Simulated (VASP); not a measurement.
# ZnCd3O4 (P4/mmm) in VASP: settings compared

The runs below take ZnCd3O4 through single point, with PBE, PBEsol.

All numbers are computed with VASP 6.6.1; they aren't measurements. Logs are shortened: lines on timing, memory, paths and dates and some standing lists are left out, and cuts for length are marked.

### Step 1. The cell of the first run

Symmetry: P4/mmm, No. 123, tetragonal system. The conventional cell has a = 3.325 Å, b = 3.325 Å, c = 9.269 Å, α = 90.00°, β = 90.00°, γ = 90.00°. Zn (site symmetry 4/mmm) has 6 O at 2.15 to 2.35 Å within 2.8 Å. Within 3.0 Å of Cd (site symmetry 4mm) lie 6 O at 2.24 to 2.40 Å. Within 3.1 Å of Cd (site symmetry 4/mmm) lie 6 O at 2.35 to 2.49 Å. Within 2.8 Å of O (site symmetry 4mm) lie 1 Zn at 2.15 Å and 5 Cd at 2.35 to 2.49 Å. O (site symmetry 4/mmm) has 6 Cd at 2.35 to 2.40 Å within 3.1 Å. O (site symmetry 4/mmm) has 2 Cd at 2.24 Å and 4 Zn at 2.35 Å within 3.0 Å.

### Step 2. Single point, PBE

INCAR

```
SYSTEM = ZnCd3O4
  PREC = Accurate
  ENCUT = 600
  EDIFF = 1E-6
  ISMEAR = 0
  SIGMA = 0.1
  LREAL = .FALSE.
  LASPH = .TRUE.
  NELM = 120
  ALGO = Normal
  ISIF = 2
  LWAVE = .FALSE.
  LCHARG = .FALSE.
  GGA = PE
  NBANDS = 46
  GGA_COMPAT = .FALSE.
```

KPOINTS

```
regular mesh
0
G
  12 12 4
  0 0 0
```

POSCAR

```
ZnCd3O4
1.0
    3.3252980000      0.0000000000      0.0000000000
    0.0000000000      3.3252980000      0.0000000000
    0.0000000000      0.0000000000      9.2687760000
Zn Cd O
1 3 4
Direct
    0.0000000000      0.0000000000      0.0000000000
    0.5000000000      0.5000000000      0.2415340000
    0.0000000000      0.0000000000      0.5000000000
    0.5000000000      0.5000000000      0.7584660000
    0.0000000000      0.0000000000      0.2318760000
    0.5000000000      0.5000000000      0.5000000000
    0.0000000000      0.0000000000      0.7681240000
    0.5000000000      0.5000000000      0.0000000000
```

Potentials or basis: VASP PAW PBE potentials, release 64 (Zn, Cd, O).

Run with:

```bash
$ cat potpaw_PBE.64/Zn/POTCAR potpaw_PBE.64/Cd/POTCAR potpaw_PBE.64/O/POTCAR > POTCAR
$ mpirun -np 1 vasp_std > vasp.out
```

OUTCAR:

```text
SYSTEM = ZnCd3O4
   PREC = Accurate
   ENCUT = 600
   EDIFF = 1E-6
   ISMEAR = 0
   LREAL = .FALSE.
   LASPH = .TRUE.
   NELM = 120
   ISIF = 2
   GGA = PE

 ion  position               nearest neighbor table
   1  0.000  0.000  0.000-   5 2.15   7 2.15   8 2.35   8 2.35   8 2.35   8 2.35   4 3.25   4 3.25
                             2 3.25   4 3.25   2 3.25   2 3.25   4 3.25   2 3.25
   2  0.500  0.500  0.242-   8 2.24   5 2.35   5 2.35   5 2.35   5 2.35   6 2.40   1 3.25   1 3.25
                             1 3.25   1 3.25   3 3.36   3 3.36   3 3.36   3 3.36
   3  0.000  0.000  0.500-   6 2.35   6 2.35   6 2.35   6 2.35   7 2.49   5 2.49   4 3.36   4 3.36
                             2 3.36   4 3.36   2 3.36   2 3.36   4 3.36   2 3.36
   4  0.500  0.500  0.758-   8 2.24   7 2.35   7 2.35   7 2.35   7 2.35   6 2.40   1 3.25   1 3.25
                             1 3.25   1 3.25   3 3.36   3 3.36   3 3.36   3 3.36
   5  0.000  0.000  0.232-   1 2.15   2 2.35   2 2.35   2 2.35   2 2.35   3 2.49
   6  0.500  0.500  0.500-   3 2.35   3 2.35   3 2.35   3 2.35   4 2.40   2 2.40
   7  0.000  0.000  0.768-   1 2.15   4 2.35   4 2.35   4 2.35   4 2.35   3 2.49
   8  0.500  0.500  0.000-   2 2.24   4 2.24   1 2.35   1 2.35   1 2.35   1 2.35

  LATTYP: Found a simple tetragonal cell.
 ALAT       =     3.3252980000
 C/A-ratio  =     2.7873519907

  Lattice vectors:

 A1 = (   3.3252980000,   0.0000000000,   0.0000000000)
 A2 = (   0.0000000000,   3.3252980000,   0.0000000000)
 A3 = (   0.0000000000,   0.0000000000,   9.2687760000)

Analysis of symmetry for initial positions (statically):
=====================================================================
 Subroutine PRICEL returns:
 Original cell was already a primitive cell.

 Routine SETGRP: Setting up the symmetry group for a
 simple tetragonal supercell.

 Subroutine GETGRP returns: Found 16 space group operations
 (whereof 16 operations were pure point group operations)
 out of a pool of 16 trial point group operations.

The static configuration has the point symmetry D_4h.

Analysis of symmetry for dynamics (positions and initial velocities):
=====================================================================
 Subroutine PRICEL returns:
 Original cell was already a primitive cell.

 Routine SETGRP: Setting up the symmetry group for a
 simple tetragonal supercell.

 Subroutine GETGRP returns: Found 16 space group operations
 (whereof 16 operations were pure point group operations)
 out of a pool of 16 trial point group operations.

The dynamic configuration has the point symmetry D_4h.

 Subroutine INISYM returns: Found 16 space group operations
 (whereof 16 operations are pure point group operations),
 and found     1 'primitive' translations

----------------------------------------------------------------------------------------

                                     Primitive cell

  volume of cell :     102.4905

  direct lattice vectors                    reciprocal lattice vectors
     3.325298000  0.000000000  0.000000000     0.300724928  0.000000000  0.000000000
     0.000000000  3.325298000  0.000000000     0.000000000  0.300724928  0.000000000
     0.000000000  0.000000000  9.268776000     0.000000000  0.000000000  0.107889111

  length of vectors
     3.325298000  3.325298000  9.268776000     0.300724928  0.300724928  0.107889111

  position of ions in fractional coordinates (direct lattice)
     0.000000000  0.000000000  0.000000000
     0.500000000  0.500000000  0.241534000
     0.000000000  0.000000000  0.500000000
     0.500000000  0.500000000  0.758466000
     0.000000000  0.000000000  0.231876000
     0.500000000  0.500000000  0.500000000
     0.000000000  0.000000000  0.768124000
     0.500000000  0.500000000  0.000000000

  ion indices of the primitive-cell ions
   primitive index   ion index
                 1           1
                 2           2
                 3           3
                 4           4
                 5           5
                 6           6
                 7           7
                 8           8

----------------------------------------------------------------------------------------

 KPOINTS: regular mesh

Automatic generation of k-mesh.
 Grid dimensions read from file:
 generate k-points for:   12   12    4

 Generating k-lattice:

  Cartesian coordinates                     Fractional coordinates (reciprocal lattice)
     0.025060411  0.000000000  0.000000000     0.083333333  0.000000000  0.000000000
     0.000000000  0.025060411  0.000000000     0.000000000  0.083333333  0.000000000
     0.000000000  0.000000000  0.026972278     0.000000000  0.000000000  0.250000000

  Length of vectors
     0.025060411  0.025060411  0.026972278

  Shift w.r.t. Gamma in fractional coordinates (k-lattice)
     0.000000000  0.000000000  0.000000000

 Subroutine IBZKPT returns following result:
 ===========================================

 Found     84 irreducible k-points:

 Following reciprocal coordinates:
            Coordinates               Weight
  0.000000  0.000000  0.000000      1.000000
  0.083333  0.000000  0.000000      4.000000
  0.166667  0.000000  0.000000      4.000000
  0.250000  0.000000  0.000000      4.000000
  0.333333  0.000000  0.000000      4.000000
  0.416667  0.000000  0.000000      4.000000
[... 16 lines left out ...]
  0.333333  0.333333  0.000000      4.000000
  0.416667  0.333333  0.000000      8.000000
 [... further k-points ...]
   k-points           NKPTS =     84   k-points in BZ     NKDIM =     84   number of bands    NBANDS=     46
   number of dos      NEDOS =    301   number of ions     NIONS =      8
   total plane-waves  NPLWV =  62720
   dimension x,y,z NGX =    28 NGY =   28 NGZ =   80
   dimension x,y,z NGXF=    56 NGYF=   56 NGZF=  160
   ions per type =               1   3   4
   NGX,Y,Z   is equivalent  to a cutoff of  14.00, 14.00, 14.35 a.u.
   NGXF,Y,Z  is equivalent  to a cutoff of  28.00, 28.00, 28.70 a.u.
 SYSTEM =  ZnCd3O4
   PREC   = accura    normal or accurate (medium, high low for compatibility)
   ISTART =      0    job   : 0-new  1-cont  2-samecut
   ICHARG =      2    charge: 1-file 2-atom 10-const
   ISPIN  =      1    spin polarized calculation?
   LNONCOLLINEAR =      F non collinear calculations
   LSORBIT =      F    spin-orbit coupling
   LASPH  =      T    aspherical Exc in radial PAW
   ENCUT  =  600.0 eV  44.10 Ry    6.64 a.u.   6.64  6.64 18.51*2*pi/ulx,y,z
   NELM   =    120;   NELMIN=  2; NELMDL= -5     # of ELM steps
   EDIFF  = 0.1E-05   stopping-criterion for ELM
   LREAL  =      F    real-space projection
   EDIFFG = 0.1E-04   stopping-criterion for IOM
   NSW    =      0    number of steps for IOM
   IBRION =     -1    ionic relax: 0-MD 1-quasi-New 2-CG
   NFREE  =      0    steps in history (QN), initial steepest desc. (CG)
   ISIF   =      2    stress and relaxation
   ISYM   =      2    0-nonsym 1-usesym 2-fastsym
   POTIM  = 0.5000    time-step for ionic-motion
   TEBEG  =    0.0;   TEEND  =   0.0 temperature during run
   PSTRESS=    0.0 pullay stress
   NELECT =      72.0000    total number of electrons
   NUPDOWN=      -1.0000    fix difference up-down
   EMIN   =  10.00;   EMAX   =-10.00  energy-range for DOS
   EFERMI =   0.00;   METHOD = LEGACY
   ISMEAR =     0;   SIGMA  =   0.10  broadening in eV -4-tet -1-fermi 0-gaus
   EFERMI_NEDOS =   21; number of points for ismear=-14 and -15
   IALGO  =     38    algorithm
   IMIX   =      4    mixing-type and parameters
     AMIX     =   0.40;   BMIX     =  1.00
     AMIX_MAG =   1.60;   BMIX_MAG =  1.00
  volume/ion in A,a.u.               =      12.81        86.45
  Fermi-wavevector in a.u.,A,eV,Ry     =   1.455318  2.750152 28.816455  2.117950
  Thomas-Fermi vector in A             =   2.572366
   LORBIT       =      0    0 simple, 1 ext, 2 COOP (PROOUT), +10 PAW based schemes
   GGA     = PE    functional components
   LHFCALC =     F    Hartree Fock is set to
   AEXX    =    0.0000 exact exchange contribution
   IVDW    =     0    specifies the selected vdW correction
   LEPSILON=     F    determine dielectric tensor
   LRPA    =     F    only Hartree local field effects (RPA)
 non-spin polarized calculation
 Gauss-broadening in eV      SIGMA  =   0.10
  energy-cutoff  :      600.00
  volume of cell :      102.49
 maximum number of plane-waves:      3454
 NGX is ok and might be reduce to    28
   NGX = 13   NGY = 13   NGZ = 37

 number of electron      72.0000026 magnetization

 Free energy of the ion-electron system (eV)
  ---------------------------------------------------
  ext. energy  EPLUGINS =         0.00000000
  ---------------------------------------------------
  free energy    TOTEN  =       -31.44449402 eV

  energy without entropy =      -31.44233041  energy(sigma->0) =      -31.44341221

 E-fermi :   2.0054     XC(G=0): -11.5368

 val. band max:        1.9921839458   @ k =   0.5000   0.0000   0.0000
 cond. band min:       2.0382558387   @ k =   0.0000   0.0000   0.2500
 fundamental gap:      0.0460718930
 Fermi energy:         2.0053734347

 k-point     1 :       0.0000    0.0000    0.0000
  band No.  band energies     occupation
      1     -15.6145      2.00000
      2     -15.2343      2.00000
      3     -15.1099      2.00000
      4     -14.5935      2.00000
      5      -5.5864      2.00000
      6      -5.2169      2.00000
[... 38 lines left out ...]
     45      13.5598      0.00000
     46      14.2393      0.00000

 k-point     2 :       0.0833    0.0000    0.0000
  band No.  band energies     occupation
      1     -15.5845      2.00000
      2     -15.2108      2.00000
      3     -15.0865      2.00000
      4     -14.5841      2.00000
      5      -5.5757      2.00000
      6      -5.2761      2.00000
[... 38 lines left out ...]
     45      13.1378      0.00000
     46      13.6629      0.00000

 k-point     3 :       0.1667    0.0000    0.0000
  band No.  band energies     occupation
      1     -15.4999      2.00000
      2     -15.1448      2.00000
      3     -15.0215      2.00000
      4     -14.5600      2.00000
      5      -5.5686      2.00000
      6      -5.3924      2.00000
[... 38 lines left out ...]
     45      13.1745      0.00000
     46      13.4229      0.00000

 k-point     4 :       0.2500    0.0000    0.0000
  band No.  band energies     occupation
      1     -15.3776      2.00000
      2     -15.0500      2.00000
      3     -14.9300      2.00000
      4     -14.5323      2.00000
      5      -5.6269      2.00000
      6      -5.5269      2.00000
[... 920 lines left out ...]
     45      11.4430      0.00000
     46      11.5711      0.00000

 k-point    23 :       0.3333    0.3333    0.0000
  band No.  band energies     occupation
      1     -15.1623      2.00000
      2     -14.8737      2.00000
      3     -14.7854      2.00000
      4     -14.4475      2.00000
      5      -5.5286      2.00000
      6      -5.4521      2.00000
[... 38 lines left out ...]
     45      10.8556      0.00000
     46      11.0543      0.00000

 k-point    24 :       0.4167    0.3333    0.0000
  band No.  band energies     occupation
      1     -15.1432      2.00000
      2     -14.8563      2.00000
      3     -14.7736      2.00000
      4     -14.4290      2.00000
      5      -5.5293      2.00000
      6      -5.3983      2.00000
[... 38 lines left out ...]
     45      10.9183      0.00000
     46      11.0866      0.00000

 [... further k-points ...]
[... 5 lines left out ...]
  --------------------------------------------------------------------------------------
  -------------------------------------------------------------------------------------
  Total        0.6256248      0.6256248      0.7122528      0.0000000      0.0000000      0.0000000
  in kB        9.7800484      9.7800484     11.1342557      0.0000000      0.0000000      0.0000000
  external PRESSURE =      10.2314508 kB  Pullay stress =       0.0000000 kB

 VOLUME and BASIS-vectors are now :
 -----------------------------------------------------------------------------
  energy-cutoff  :      600.00
  volume of cell :      102.49
      direct lattice vectors                 reciprocal lattice vectors
     3.325298000  0.000000000  0.000000000     0.300724928  0.000000000  0.000000000
     0.000000000  3.325298000  0.000000000     0.000000000  0.300724928  0.000000000
     0.000000000  0.000000000  9.268776000     0.000000000  0.000000000  0.107889111

 POSITION                                       TOTAL-FORCE (eV/Angst)
 -----------------------------------------------------------------------------------
      0.00000      0.00000      0.00000         0.000000     -0.000000      0.000000
      1.66265      1.66265      2.23872        -0.000000      0.000000      0.049966
      0.00000      0.00000      4.63439         0.000000     -0.000000      0.000000
      1.66265      1.66265      7.03005         0.000000      0.000000     -0.049966
      0.00000      0.00000      2.14921         0.000000     -0.000000      0.010682
      1.66265      1.66265      4.63439         0.000000     -0.000000      0.000000
      0.00000      0.00000      7.11957         0.000000     -0.000000     -0.010682
      1.66265      1.66265      0.00000         0.000000     -0.000000      0.000000
 -----------------------------------------------------------------------------------
    total drift:                                0.000000      0.000000     -0.000000

  FREE ENERGIE OF THE ION-ELECTRON SYSTEM (eV)
  ---------------------------------------------------
  free  energy   TOTEN  =       -31.4444940187 eV

  energy  without entropy=      -31.4423304062  energy(sigma->0) =      -31.44341221
```

Run time: 15 min. Hardware: 1 thread of Intel Xeon 8259CL, shared host; peak memory 0.53 GiB.

What came out:

| Item | Value |
| --- | --- |
| Free energy | -31.4445 eV |
| Pressure | 1.0 GPa |
| Largest force | 0.050 eV/Å |
| Band gap on the k mesh | zero (bands 36 and 37 overlap by 0.65 eV) |

Forces in eV/Å, atoms in the order of the input:
```
Zn   0.000  0.000  0.000
Cd   0.000  0.000  0.050
Cd   0.000  0.000  0.000
Cd   0.000  0.000 -0.050
O    0.000  0.000  0.011
O    0.000  0.000  0.000
O    0.000  0.000 -0.011
O    0.000  0.000  0.000
```

Stress tensor (GPa, compression positive):
```
0.98 0.00 0.00
0.00 0.98 0.00
0.00 0.00 1.11
```

Levels at points of the mesh, in eV from the Fermi level:
```csv
k point,band 34,band 35,band 36,band 37,band 38,band 39
"(0.00, 0.00, 0.00)",-1.58,-1.18,-1.18,-0.67,3.04,3.58
"(0.50, 0.00, 0.00)",-0.28,-0.17,-0.01,3.95,4.29,4.78
"(0.50, 0.50, 0.00)",-2.19,-2.19,-1.88,3.01,3.88,5.30
"(0.00, 0.00, 0.50)",-1.68,-1.18,-1.18,0.94,1.46,3.92
"(0.50, 0.00, 0.50)",-0.47,-0.25,-0.20,4.16,4.61,4.64
"(0.50, 0.50, 0.50)",-2.21,-2.21,-1.95,3.75,4.24,4.76
```

Caveat: semilocal functionals underestimate gaps, so a narrow gap can read as zero.

(Continued in part 2 of 2.)
